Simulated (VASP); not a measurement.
# PbS (P-6m2) in VASP: a series of runs, part 2 of 2

VASP 6.6.1. Earlier steps stand in the parts before.

### Step 3. Single point, LDA

Input file INCAR:

```
PREC     = Accurate       # precision mode
ENCUT    = 520            # plane-wave cutoff, eV
EDIFF    = 1E-6           # SCF threshold, eV
ISMEAR   = -1             # smearing method
SIGMA    = 0.05           # smearing width, eV
LREAL    = False          # projectors in reciprocal space
LASPH    = True           # aspherical terms in the spheres
NELM     = 60             # most SCF steps
ALGO     = Normal         # electronic algorithm
ISIF     = 2              # what is computed and relaxed
LWAVE    = False          # write WAVECAR
LCHARG   = False          # write CHGCAR
NBANDS   = 17             # bands
```

Input file KPOINTS:

```
Automatic mesh
0
Gamma
  8 8 7
```

Input file POSCAR:

```
PbS
1.0
    4.0896976867      0.0000000000      0.0000000000
   -2.0448488433      3.5417820905      0.0000000000
    0.0000000000      0.0000000000      3.7881670000
Pb S
1 1
Direct
    0.0000000000      0.0000000000      0.0000000000
    0.6666666667      0.3333333333      0.5000000000
```

Potentials or basis: VASP PAW LDA potentials, release 64 (Pb_d, S).

On the command line:

```
$ cat potpaw_LDA.64/Pb_d/POTCAR potpaw_LDA.64/S/POTCAR > POTCAR
$ mpirun -np 1 vasp_std > vasp.out
```

OUTCAR:

```text
PREC = Accurate
   ENCUT = 520
   EDIFF = 1E-6
   ISMEAR = -1
   LREAL = False
   LASPH = True
   NELM = 60
   ISIF = 2

 ion  position               nearest neighbor table
   1  0.000  0.000  0.000-   2 3.03   2 3.03   2 3.03   2 3.03   2 3.03   2 3.03
   2  0.667  0.333  0.500-   1 3.03   1 3.03   1 3.03   1 3.03   1 3.03   1 3.03

  LATTYP: Found a hexagonal cell.
 ALAT       =     4.0896976867
 C/A-ratio  =     0.9262706660

  Lattice vectors:

 A1 = (   4.0896976867,   0.0000000000,   0.0000000000)
 A2 = (  -2.0448488433,   3.5417820905,   0.0000000000)
 A3 = (   0.0000000000,   0.0000000000,   3.7881670000)

Analysis of symmetry for initial positions (statically):
=====================================================================
 Subroutine PRICEL returns:
 Original cell was already a primitive cell.

 Routine SETGRP: Setting up the symmetry group for a
 hexagonal supercell.

 Subroutine GETGRP returns: Found 12 space group operations
 (whereof 12 operations were pure point group operations)
 out of a pool of 24 trial point group operations.

The static configuration has the point symmetry D_3h.

Analysis of symmetry for dynamics (positions and initial velocities):
=====================================================================
 Subroutine PRICEL returns:
 Original cell was already a primitive cell.

 Routine SETGRP: Setting up the symmetry group for a
 hexagonal supercell.

 Subroutine GETGRP returns: Found 12 space group operations
 (whereof 12 operations were pure point group operations)
 out of a pool of 24 trial point group operations.

The dynamic configuration has the point symmetry D_3h.

 Subroutine INISYM returns: Found 12 space group operations
 (whereof 12 operations are pure point group operations),
 and found     1 'primitive' translations

[... 108 lines left out ...]
   EFERMI =   0.00;   METHOD = LEGACY
   ISMEAR =    -1;   SIGMA  =   0.05  broadening in eV -4-tet -1-fermi 0-gaus
   EFERMI_NEDOS =   21; number of points for ismear=-14 and -15
   IALGO  =     38    algorithm
   IMIX   =      4    mixing-type and parameters
     AMIX     =   0.40;   BMIX     =  1.00
     AMIX_MAG =   1.60;   BMIX_MAG =  1.00
  volume/ion in A,a.u.               =      27.44       185.14
  Fermi-wavevector in a.u.,A,eV,Ry     =   1.169421  2.209885 18.606576  1.367545
  Thomas-Fermi vector in A             =   2.305894
   LORBIT       =      0    0 simple, 1 ext, 2 COOP (PROOUT), +10 PAW based schemes
   GGA     = CA    functional components
   LHFCALC =     F    Hartree Fock is set to
   AEXX    =    0.0000 exact exchange contribution
   IVDW    =     0    specifies the selected vdW correction
   LEPSILON=     F    determine dielectric tensor
   LRPA    =     F    only Hartree local field effects (RPA)
 non-spin polarized calculation
  energy-cutoff  :      520.00
  volume of cell :       54.87
 maximum number of plane-waves:      1502
   NGX = 15   NGY = 15   NGZ = 15

 number of electron      19.9999998 magnetization

 Free energy of the ion-electron system (eV)
  ---------------------------------------------------
  ext. energy  EPLUGINS =         0.00000000
  ---------------------------------------------------
  free energy    TOTEN  =        -9.68041808 eV

  energy without entropy =       -9.67808309  energy(sigma->0) =       -9.67925059

 E-fermi :   4.8781     XC(G=0):  -9.7903

 val. band max:        4.8626008078   @ k =   0.3750   0.2500   0.0000
 cond. band min:       4.9434565721   @ k =   0.3750   0.2500   0.4286
 fundamental gap:      0.0808557643
 Fermi energy:         4.8780869540

 k-point     1 :       0.0000    0.0000    0.0000
  band No.  band energies     occupation
      1     -11.8873      2.00000
      2     -11.8636      2.00000
      3     -11.8636      2.00000
      4     -11.7665      2.00000
      5     -11.7665      2.00000
      6      -8.1738      2.00000
[... 457 lines left out ...]
      4     -11.8019      2.00000
      5     -11.7768      2.00000
      6      -6.8403      2.00000
[... 9 lines left out ...]
     16      15.2983      0.00000
     17      16.8994      0.00000

 [... further k-points ...]

------------------------ aborting loop because EDIFF is reached ----------------------------------------

  FORCE on cell =-STRESS in cart. coord.  units (eV):
  Direction    XX          YY          ZZ          XY          YZ          ZX
  --------------------------------------------------------------------------------------
  -------------------------------------------------------------------------------------
  Total       -1.4261128     -1.4261128     -1.6288268     -0.0000000      0.0000000     -0.0000000
  in kB      -41.6411096    -41.6411096    -47.5601630     -0.0000000      0.0000000     -0.0000000
  external PRESSURE =     -43.6141274 kB  Pullay stress =       0.0000000 kB

 VOLUME and BASIS-vectors are now :
 -----------------------------------------------------------------------------
  energy-cutoff  :      520.00
  volume of cell :       54.87
      direct lattice vectors                 reciprocal lattice vectors
     4.089697687  0.000000000  0.000000000     0.244516851  0.141171870  0.000000000
    -2.044848843  3.541782090  0.000000000     0.000000000  0.282343740  0.000000000
     0.000000000  0.000000000  3.788167000     0.000000000  0.000000000  0.263979914

 POSITION                                       TOTAL-FORCE (eV/Angst)
 -----------------------------------------------------------------------------------
      0.00000      0.00000      0.00000        -0.000000      0.000000      0.000000
      2.04485      1.18059      1.89408         0.000000      0.000000      0.000000
 -----------------------------------------------------------------------------------
    total drift:                               -0.000000      0.000000      0.000000

  FREE ENERGIE OF THE ION-ELECTRON SYSTEM (eV)
  ---------------------------------------------------
  free  energy   TOTEN  =        -9.6804180797 eV

  energy  without entropy=       -9.6780830926  energy(sigma->0) =       -9.67925059
```

It took 53 s on 1 thread of Intel Xeon 8259CL, shared host; peak memory 0.17 GiB.

Results:

```
Free energy            : -9.6804 eV
Pressure               : -4.4 GPa
Band gap on the k mesh : 0.08 eV (least direct gap 1.56 eV)
```

Caveat: the cell stands under tension; spin-orbit coupling is left out, which moves the levels of the heavy elements; an odd mesh through Γ misses points on the zone boundary, where band edges can lie.

### Step 4. Single point, RPBE+D3(BJ)

This run uses another cell than the first one, of 20.61 Å³/atom.

Input file INCAR:

```
ALGO     = Normal         # electronic algorithm
EDIFF    = 1E-6           # SCF threshold, eV
ENCUT    = 520            # plane-wave cutoff, eV
GGA      = RP             # functional
ISIF     = 2              # what is computed and relaxed
ISMEAR   = -1             # smearing method
IVDW     = 12             # dispersion correction
LASPH    = True           # aspherical terms in the spheres
LCHARG   = True           # write CHGCAR
LELF     = True           # ELF
LREAL    = False          # projectors in reciprocal space
LVHAR    = True         
LWAVE    = False          # write WAVECAR
NBANDS   = 17             # bands
NELM     = 60             # most SCF steps
PREC     = Accurate       # precision mode
SIGMA    = 0.05           # smearing width, eV
```

Input file KPOINTS:

```
k-points
0
Gamma
  8 8 7
```

Input file POSCAR:

```
PbS
1.0
    3.5566069682      0.0000000000      0.0000000000
   -1.7783034841      3.0801119857      0.0000000000
    0.0000000000      0.0000000000      3.7631813442
Pb S
1 1
Direct
    0.0000000000      0.0000000000      0.0000000000
    0.6666666667      0.3333333333      0.5000000000
```

Potentials or basis: VASP PAW PBE potentials, release 64 (Pb_d, S).

On the command line:

```
$ cat potpaw_PBE.64/Pb_d/POTCAR potpaw_PBE.64/S/POTCAR > POTCAR
$ mpirun -np 1 vasp_std > vasp.out
```

Run time: 24 s. Hardware: 1 thread of Intel Xeon Platinum 8488C (Sapphire Rapids), shared host; peak memory 0.18 GiB.

The run converged. Its results:

- Free energy: -11.4489 eV
- Pressure: -0.2 GPa
- Band gap on the k mesh: zero (bands 10 and 11 overlap by 1.76 eV)
- Dispersion energy per atom: -2.244 eV

Levels at points of the mesh, in eV from the Fermi level:
```
           k point  band 6  band 7  band 8  band 9  band 10  band 11  band 12  band 13  band 14  band 15
(0.00, 0.00, 0.00)  -15.17   -5.87   -4.20   -1.54    -1.54     4.77     4.93     4.93     8.29     9.09
(0.50, 0.00, 0.00)  -13.08   -9.11   -3.09   -2.28    -1.93     1.39     3.36     4.92     6.77    11.11
```

Caveat: the PAW data sets were made with another functional, which shifts forces and pressure a little; spin-orbit coupling is left out, which moves the levels of the heavy elements.

### Step 5. Single point, PBEsol+D3(BJ)

This run uses another cell than the first one, of 24.71 Å³/atom.

Input file INCAR:

```
SYSTEM = PbS
PREC = Accurate
ENCUT = 520
EDIFF = 1E-7
ISMEAR = -1
SIGMA = 0.05
LREAL = .FALSE.
LASPH = .TRUE.
NELM = 80
ALGO = Normal
ISIF = 2
LWAVE = .FALSE.
LCHARG = .FALSE.
GGA = PS
IVDW = 12
NBANDS = 17
```

Input file KPOINTS:

```
regular mesh
0
G
  8 8 7
  0 0 0
```

Input file POSCAR:

```
PbS
1.0
    3.9075214591      0.0000000000      0.0000000000
   -1.9537607295      3.3840128494      0.0000000000
    0.0000000000      0.0000000000      3.7366466179
Pb S
1 1
Direct
    0.0000000000      0.0000000000      0.0000000000
    0.6666666667      0.3333333333      0.5000000000
```

On the command line:

```
$ cat potpaw_PBE.64/Pb_d/POTCAR potpaw_PBE.64/S/POTCAR > POTCAR
$ mpirun -np 1 vasp_std > vasp.out
```

Wall time 34 s (1 thread of Intel Xeon Platinum 8488C (Sapphire Rapids), shared host); peak memory 0.19 GiB.

It converged, with:

```
Free energy                : -9.8928 eV
Pressure                   : -0.1 GPa
Band gap on the k mesh     : zero (bands 10 and 11 overlap by 0.38 eV)
Dispersion energy per atom : -0.348 eV
```

Levels at points of the mesh, in eV from the Fermi level:
```tsv
k point	band 6	band 7	band 8	band 9	band 10	band 11	band 12	band 13	band 14	band 15
(0.00, 0.00, 0.00)	-13.67	-5.98	-2.54	-1.57	-1.57	3.95	3.95	5.11	7.28	7.58
(0.50, 0.00, 0.00)	-12.26	-8.56	-2.77	-1.71	-1.30	2.08	4.03	5.32	6.00	11.27
```

Caveat: semilocal functionals underestimate gaps, so a narrow gap can read as zero; the PAW data sets were made with another functional, which shifts forces and pressure a little; spin-orbit coupling is left out, which moves the levels of the heavy elements.

### Step 6. The runs side by side

```tsv
level	potentials or basis	cell	smearing	gap on the mesh (eV)	pressure (GPa)
PBE	VASP PAW PBE potentials, release 64 (Pb_d, S)	a = 4.090, b = 4.090, c = 3.788 Å, angles 90.0, 90.0, 120.0°, 2 atoms	gaussian 0.022 eV	0.21	0.0
LDA	VASP PAW LDA potentials, release 64 (Pb_d, S)	a = 4.090, b = 4.090, c = 3.788 Å, angles 90.0, 90.0, 120.0°, 2 atoms	fermi-dirac 0.05 eV	0.08	-4.4
RPBE+D3(BJ)	VASP PAW PBE potentials, release 64 (Pb_d, S)	a = 3.557, b = 3.557, c = 3.763 Å, angles 90.0, 90.0, 120.0°, 2 atoms	fermi-dirac 0.05 eV	none	-0.2
PBEsol+D3(BJ)	VASP PAW PBE potentials, release 64 (Pb_d, S)	a = 3.908, b = 3.908, c = 3.737 Å, angles 90.0, 90.0, 120.0°, 2 atoms	fermi-dirac 0.05 eV	none	-0.1
```

Alike in all rows: task single point; no spin polarisation; k mesh 8 × 8 × 7; cutoff (eV) 520.

Caveats: spin-orbit coupling is left out, which moves the levels of the heavy elements; an odd mesh through Γ misses points on the zone boundary, where band edges can lie (at least some runs); the PAW data sets were made with another functional, which shifts forces and pressure a little (at least some runs); the cell stands under tension (at least some runs); semilocal functionals underestimate gaps, so a narrow gap can read as zero (at least some runs).

Total energies depend on the potentials used, so only differences within one code and one set of settings carry meaning.
